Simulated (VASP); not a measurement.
# ZrSi2 (I4/mmm) in VASP: further runs

Runs on ZrSi2. Level: PBE. Tasks: single point, relaxation of cell and atoms.

All numbers are computed with VASP 6.6.1; they aren't measurements. Logs are shortened: lines on timing, memory, paths and dates and some standing lists are left out, and cuts for length are marked.

## Step 1: The cell of the first run

It takes space group I4/mmm (No. 139, tetragonal). The conventional cell has a = 5.320 Å, b = 5.320 Å, c = 4.613 Å, α = 90.00°, β = 90.00°, γ = 90.00°. Zr (site symmetry 4/mmm) has 12 Si at 2.66 to 3.52 Å within 3.6 Å. Si (site symmetry mmm) has 2 Si at 2.31 Å and 2 Zr at 2.66 Å within 3.0 Å.

The cell was generated, and may not be a known phase.

## Step 2: Single point, PBE

INCAR reads:

```
PREC = Accurate ; ENCUT = 520
EDIFF = 1E-7 ; ISMEAR = 0
SIGMA = 0.1 ; LREAL = F
LASPH = T ; NELM = 80
ALGO = Fast ; ISIF = 2
LWAVE = F ; LCHARG = F
GGA = PE ; NBANDS = 17
```

KPOINTS reads:

```
Automatic mesh
0
Gamma
  14 14 14
```

POSCAR reads:

```
ZrSi2
1.0
   -2.6601424474      2.6601424474      2.3063512233
    2.6601424474     -2.6601424474      2.3063512233
    2.6601424474      2.6601424474     -2.3063512233
Zr Si
1 2
Direct
    0.0000000000      0.0000000000      0.0000000000
    0.5000000000      0.0000000000      0.5000000000
    0.0000000000      0.5000000000      0.5000000000
```

Potentials or basis: VASP PAW PBE potentials, release 64 (Zr_sv, Si).

Command:

```
$ cat potpaw_PBE.64/Zr_sv/POTCAR potpaw_PBE.64/Si/POTCAR > POTCAR
$ mpirun -np 1 vasp_std > vasp.out
```

OUTCAR:

```text
PREC = Accurate
   ENCUT = 520
   EDIFF = 1E-7
   ISMEAR = 0
   LREAL = F
   LASPH = T
   NELM = 80
   ISIF = 2
   GGA = PE

 ion  position               nearest neighbor table
   1  0.000  0.000  0.000-   2 2.66   3 2.66   3 2.66   2 2.66   2 3.52   3 3.52   3 3.52   3 3.52
                             2 3.52   2 3.52   2 3.52   3 3.52
   2  0.500  0.000  0.500-   3 2.31   3 2.31   1 2.66   1 2.66   1 3.52   1 3.52   1 3.52   1 3.52

   3  0.000  0.500  0.500-   2 2.31   2 2.31   1 2.66   1 2.66   1 3.52   1 3.52   1 3.52   1 3.52

  LATTYP: Found a body centered tetragonal cell.
 ALAT       =     5.3202848948
 C/A-ratio  =     0.8670029026

  Lattice vectors:

 A1 = (  -2.6601424474,   2.6601424474,   2.3063512233)
 A2 = (   2.6601424474,  -2.6601424474,   2.3063512233)
 A3 = (   2.6601424474,   2.6601424474,  -2.3063512233)

Analysis of symmetry for initial positions (statically):
=====================================================================
 Subroutine PRICEL returns:
 Original cell was already a primitive cell.

 Routine SETGRP: Setting up the symmetry group for a
 body centered tetragonal supercell.

 Subroutine GETGRP returns: Found 16 space group operations
 (whereof 16 operations were pure point group operations)
 out of a pool of 16 trial point group operations.

The static configuration has the point symmetry D_4h.

Analysis of symmetry for dynamics (positions and initial velocities):
=====================================================================
 Subroutine PRICEL returns:
 Original cell was already a primitive cell.

 Routine SETGRP: Setting up the symmetry group for a
 body centered tetragonal supercell.

 Subroutine GETGRP returns: Found 16 space group operations
 (whereof 16 operations were pure point group operations)
 out of a pool of 16 trial point group operations.

The dynamic configuration has the point symmetry D_4h.

 Subroutine INISYM returns: Found 16 space group operations
 (whereof 16 operations are pure point group operations),
 and found     1 'primitive' translations

----------------------------------------------------------------------------------------

                                     Primitive cell

  volume of cell :      65.2823

  direct lattice vectors                    reciprocal lattice vectors
    -2.660142447  2.660142447  2.306351223     0.000000000  0.187959859  0.216792653
     2.660142447 -2.660142447  2.306351223     0.187959859  0.000000000  0.216792653
     2.660142447  2.660142447 -2.306351223     0.187959859  0.187959859  0.000000000

  length of vectors
     4.412705706  4.412705706  4.412705706     0.286928498  0.286928498  0.265815382

  position of ions in fractional coordinates (direct lattice)
     0.000000000  0.000000000  0.000000000
     0.500000000  0.000000000  0.500000000
     0.000000000  0.500000000  0.500000000

  ion indices of the primitive-cell ions
   primitive index   ion index
                 1           1
                 2           2
                 3           3

----------------------------------------------------------------------------------------

 KPOINTS: Automatic mesh

Automatic generation of k-mesh.
 Grid dimensions read from file:
 generate k-points for:   14   14   14

 Generating k-lattice:

  Cartesian coordinates                     Fractional coordinates (reciprocal lattice)
     0.000000000  0.013425704  0.015485189     0.071428571  0.000000000 -0.000000000
     0.013425704  0.000000000  0.015485189     0.000000000  0.071428571 -0.000000000
     0.013425704  0.013425704  0.000000000     0.000000000  0.000000000  0.071428571

  Length of vectors
     0.020494893  0.020494893  0.018986813

  Shift w.r.t. Gamma in fractional coordinates (k-lattice)
     0.000000000  0.000000000  0.000000000

 Subroutine IBZKPT returns following result:
 ===========================================

 Found    244 irreducible k-points:

 Following reciprocal coordinates:
            Coordinates               Weight
  0.000000  0.000000  0.000000      1.000000
  0.071429  0.000000  0.000000      8.000000
  0.142857  0.000000  0.000000      8.000000
  0.214286  0.000000 -0.000000      8.000000
  0.285714  0.000000  0.000000      8.000000
  0.357143  0.000000 -0.000000      8.000000
[... 16 lines left out ...]
  0.214286  0.142857  0.000000     16.000000
  0.285714  0.142857  0.000000     16.000000
 [... further k-points ...]
   k-points           NKPTS =    244   k-points in BZ     NKDIM =    244   number of bands    NBANDS=     17
   number of dos      NEDOS =    301   number of ions     NIONS =      3
   total plane-waves  NPLWV =  46656
   dimension x,y,z NGX =    36 NGY =   36 NGZ =   36
   dimension x,y,z NGXF=    72 NGYF=   72 NGZF=   72
   ions per type =               1   2
   NGX,Y,Z   is equivalent  to a cutoff of  13.56, 13.56, 13.56 a.u.
   NGXF,Y,Z  is equivalent  to a cutoff of  27.13, 27.13, 27.13 a.u.
 SYSTEM =  unknown system
   PREC   = accura    normal or accurate (medium, high low for compatibility)
   ISTART =      0    job   : 0-new  1-cont  2-samecut
   ICHARG =      2    charge: 1-file 2-atom 10-const
   ISPIN  =      1    spin polarized calculation?
   LNONCOLLINEAR =      F non collinear calculations
   LSORBIT =      F    spin-orbit coupling
   LASPH  =      T    aspherical Exc in radial PAW
   ENCUT  =  520.0 eV  38.22 Ry    6.18 a.u.   8.20  8.20  8.20*2*pi/ulx,y,z
   NELM   =     80;   NELMIN=  2; NELMDL= -5     # of ELM steps
   EDIFF  = 0.1E-06   stopping-criterion for ELM
   LREAL  =      F    real-space projection
   EDIFFG = 0.1E-05   stopping-criterion for IOM
   NSW    =      0    number of steps for IOM
   IBRION =     -1    ionic relax: 0-MD 1-quasi-New 2-CG
   NFREE  =      0    steps in history (QN), initial steepest desc. (CG)
   ISIF   =      2    stress and relaxation
   ISYM   =      2    0-nonsym 1-usesym 2-fastsym
   POTIM  = 0.5000    time-step for ionic-motion
   TEBEG  =    0.0;   TEEND  =   0.0 temperature during run
   PSTRESS=    0.0 pullay stress
   NELECT =      20.0000    total number of electrons
   NUPDOWN=      -1.0000    fix difference up-down
   EMIN   =  10.00;   EMAX   =-10.00  energy-range for DOS
   EFERMI =   0.00;   METHOD = LEGACY
   ISMEAR =     0;   SIGMA  =   0.10  broadening in eV -4-tet -1-fermi 0-gaus
   EFERMI_NEDOS =   21; number of points for ismear=-14 and -15
   IALGO  =     68    algorithm
   IMIX   =      4    mixing-type and parameters
     AMIX     =   0.40;   BMIX     =  1.00
     AMIX_MAG =   1.60;   BMIX_MAG =  1.00
  volume/ion in A,a.u.               =      21.76       146.85
  Fermi-wavevector in a.u.,A,eV,Ry     =   1.103620  2.085540 16.571599  1.217978
  Thomas-Fermi vector in A             =   2.240081
   LORBIT       =      0    0 simple, 1 ext, 2 COOP (PROOUT), +10 PAW based schemes
   GGA     = PE    functional components
   LHFCALC =     F    Hartree Fock is set to
   AEXX    =    0.0000 exact exchange contribution
   IVDW    =     0    specifies the selected vdW correction
   LEPSILON=     F    determine dielectric tensor
   LRPA    =     F    only Hartree local field effects (RPA)
 non-spin polarized calculation
 RMM-DIIS sequential band-by-band and
 Gauss-broadening in eV      SIGMA  =   0.10
  energy-cutoff  :      520.00
  volume of cell :       65.28
 maximum number of plane-waves:      1798
 NGX is ok and might be reduce to    36
   NGX = 17   NGY = 17   NGZ = 17

 number of electron      20.0000000 magnetization

 Free energy of the ion-electron system (eV)
  ---------------------------------------------------
  ext. energy  EPLUGINS =         0.00000000
  ---------------------------------------------------
  free energy    TOTEN  =       -18.11803272 eV

  energy without entropy =      -18.10625559  energy(sigma->0) =      -18.11214416

 E-fermi :   7.0148     XC(G=0):  -9.9868

 val. band max:        7.0129159545   @ k =   0.0714   0.0000   0.0000
 cond. band min:       7.0154534335   @ k =   0.5000   0.2143   0.1429
 fundamental gap:      0.0025374790
 Fermi energy:         7.0147901240

 k-point     1 :       0.0000    0.0000    0.0000
  band No.  band energies     occupation
      1     -42.6458      2.00000
      2     -20.7317      2.00000
      3     -20.6322      2.00000
      4     -20.6322      2.00000
      5      -3.9773      2.00000
      6       3.3556      2.00000
[... 9 lines left out ...]
     16      10.0944      0.00000
     17      10.1014      0.00000

 k-point     2 :       0.0714    0.0000    0.0000
  band No.  band energies     occupation
      1     -42.6458      2.00000
      2     -20.7325      2.00000
      3     -20.6331      2.00000
      4     -20.6328      2.00000
      5      -3.9196      2.00000
      6       2.6658      2.00000
[... 9 lines left out ...]
     16      10.1495      0.00000
     17      10.4691      0.00000

 k-point     3 :       0.1429    0.0000    0.0000
  band No.  band energies     occupation
      1     -42.6456      2.00000
      2     -20.7350      2.00000
      3     -20.6355      2.00000
      4     -20.6344      2.00000
      5      -3.7490      2.00000
      6       1.8792      2.00000
[... 9 lines left out ...]
     16      10.3423      0.00000
     17      11.0895      0.00000

 k-point     4 :       0.2143    0.0000   -0.0000
  band No.  band energies     occupation
      1     -42.6453      2.00000
      2     -20.7386      2.00000
      3     -20.6389      2.00000
      4     -20.6366      2.00000
      5      -3.4726      2.00000
      6       1.1253      2.00000
[... 9 lines left out ...]
     16      10.6783      0.00000
     17      11.4499      0.00000
[... 343 lines left out ...]
      1     -42.6451      2.00000
      2     -20.7415      2.00000
      3     -20.6408      2.00000
      4     -20.6367      2.00000
      5      -3.2490      2.00000
      6       0.4972      2.00000
[... 9 lines left out ...]
     16      10.9695      0.00000
     17      11.4267      0.00000

 k-point    23 :       0.2143    0.1429    0.0000
  band No.  band energies     occupation
      1     -42.6448      2.00000
      2     -20.7452      2.00000
      3     -20.6435      2.00000
      4     -20.6395      2.00000
      5      -2.8466      2.00000
      6      -0.1319      2.00000
[... 9 lines left out ...]
     16      11.3343      0.00000
     17      11.7807      0.00000

 k-point    24 :       0.2857    0.1429    0.0000
  band No.  band energies     occupation
      1     -42.6445      2.00000
      2     -20.7483      2.00000
      3     -20.6455      2.00000
      4     -20.6426      2.00000
      5      -2.3611      2.00000
      6      -0.7105      2.00000
[... 9 lines left out ...]
     16      11.3070      0.00000
     17      12.0818      0.00000

 [... further k-points ...]

------------------------ aborting loop because EDIFF is reached ----------------------------------------

  FORCE on cell =-STRESS in cart. coord.  units (eV):
  Direction    XX          YY          ZZ          XY          YZ          ZX
  --------------------------------------------------------------------------------------
  -------------------------------------------------------------------------------------
  Total        0.0126960      0.0126960     -0.0410742      0.0000000      0.0000000      0.0000000
  in kB        0.3115900      0.3115900     -1.0080553      0.0000000      0.0000000      0.0000000
  external PRESSURE =      -0.1282918 kB  Pullay stress =       0.0000000 kB

 VOLUME and BASIS-vectors are now :
 -----------------------------------------------------------------------------
  energy-cutoff  :      520.00
  volume of cell :       65.28
      direct lattice vectors                 reciprocal lattice vectors
    -2.660142447  2.660142447  2.306351223     0.000000000  0.187959859  0.216792653
     2.660142447 -2.660142447  2.306351223     0.187959859  0.000000000  0.216792653
     2.660142447  2.660142447 -2.306351223     0.187959859  0.187959859  0.000000000

 POSITION                                       TOTAL-FORCE (eV/Angst)
 -----------------------------------------------------------------------------------
      0.00000      0.00000      0.00000         0.000000     -0.000000     -0.000000
      0.00000      2.66014      0.00000         0.000000     -0.000000     -0.000000
      2.66014      0.00000      0.00000        -0.000000      0.000000      0.000000
 -----------------------------------------------------------------------------------
    total drift:                                0.000000     -0.000000      0.000000

  FREE ENERGIE OF THE ION-ELECTRON SYSTEM (eV)
  ---------------------------------------------------
  free  energy   TOTEN  =       -18.1180327185 eV

  energy  without entropy=      -18.1062555920  energy(sigma->0) =      -18.11214416
```

Run time: 12 min. Hardware: 1 thread of Oxide Virtual Turin-like, shared host; peak memory 0.37 GiB.

Results:

```yaml
Free_energy: -18.1180 eV
Pressure: 0.0 GPa
Band_gap_on_the_k_mesh: zero (bands 10 and 11 overlap by 1.66 eV)
```

Levels at points of the mesh, in eV from the Fermi level:
```
           k point  band 8  band 9  band 10  band 11  band 12  band 13
(0.00, 0.00, 0.00)   -1.09   -0.67    -0.67    -0.57    -0.57    -0.05
(0.50, 0.00, 0.00)   -2.73   -1.38    -0.94     0.40     1.36     1.66
(0.50, 0.50, 0.00)   -2.81   -2.66    -1.54     1.37     1.49     2.30
(0.50, 0.50, 0.50)   -3.55   -3.55     0.12     0.97     0.97     1.15
```

## Step 3: Relaxation of cell and atoms, PBE

This run uses another cell than the first one, of 21.71 Å³/atom.

INCAR reads:

```
ALGO = Fast
EDIFF = 1E-7
EDIFFG = -0.01
ENCUT = 600
GGA = PE
IBRION = 2
ISIF = 3
ISMEAR = 0
LASPH = True
LCHARG = False
LREAL = False
LWAVE = False
NELM = 100
NSW = 100
PREC = Accurate
SIGMA = 0.1
```

KPOINTS reads:

```
k-points
0
Gamma
  14 14 14
```

POSCAR reads:

```
ZrSi2
1.0
   -2.6613565977      2.6613565977      2.2991790809
    2.6613565977     -2.6613565977      2.2991790809
    2.6613565977      2.6613565977     -2.2991790809
Zr Si
1 2
Direct
    0.0000000000      0.0000000000      0.0000000000
    0.5000000000      0.0000000000      0.5000000000
    0.0000000000      0.5000000000      0.5000000000
```

Potentials or basis: VASP PAW PBE potentials, release 64 (Zr_sv, Si).

Command:

```
$ cat potpaw_PBE.64/Zr_sv/POTCAR potpaw_PBE.64/Si/POTCAR > POTCAR
$ mpirun -np 1 vasp_std > vasp.out
```

Wall time 16 min (1 thread of Oxide Virtual Turin-like, shared host); peak memory 0.4 GiB.

The run converged. Its results:

* Free energy: -18.1179 eV
* Relaxed volume: 21.76 Å³/atom
* Relaxed cell: a = 4.413 Å, b = 4.413 Å, c = 4.413 Å, α = 105.83°, β = 105.83°, γ = 117.03°
* Space group after relaxing (to 0.1 Å): I4/mmm (No. 139)
* Energy gained by relaxing: 0.1 meV/atom
* Ionic steps: 2
* Pressure after relaxing: 0.0 GPa
* Band gap on the k mesh: zero (bands 10 and 11 overlap by 1.66 eV)

The path:
```tsv
step	energy change (eV)	largest force (eV/Å)	pressure (GPa)	volume (Å³)
1	0.0000	0.0000	0.11	65.14
2	-0.0002	0.0000	-0.01	65.28
```

Final structure:
```yaml
crystal:
  lattice:
    - [-2.66098, 2.66098, 2.30494]
    - [2.66098, -2.66098, 2.30494]
    - [2.66098, 2.66098, -2.30494]
  atoms:
    - { symbol: Zr, position: [0.00000, 0.00000, 0.00000] }
    - { symbol: Si, position: [0.50000, 0.00000, 0.50000] }
    - { symbol: Si, position: [0.00000, 0.50000, 0.50000] }
```

Levels at points of the mesh, in eV from the Fermi level:
```
           k point  band 7  band 8  band 9  band 10  band 11  band 12  band 13  band 14
(0.00, 0.00, 0.00)   -3.39   -1.09   -0.68    -0.68    -0.57    -0.57    -0.06     1.98
(0.50, 0.00, 0.00)   -3.10   -2.74   -1.39    -0.95     0.40     1.36     1.66     2.53
(0.50, 0.50, 0.00)   -4.68   -2.82   -2.65    -1.54     1.37     1.49     2.30     2.73
(0.50, 0.50, 0.50)   -4.60   -3.56   -3.56     0.11     0.97     0.97     1.15     2.27
```
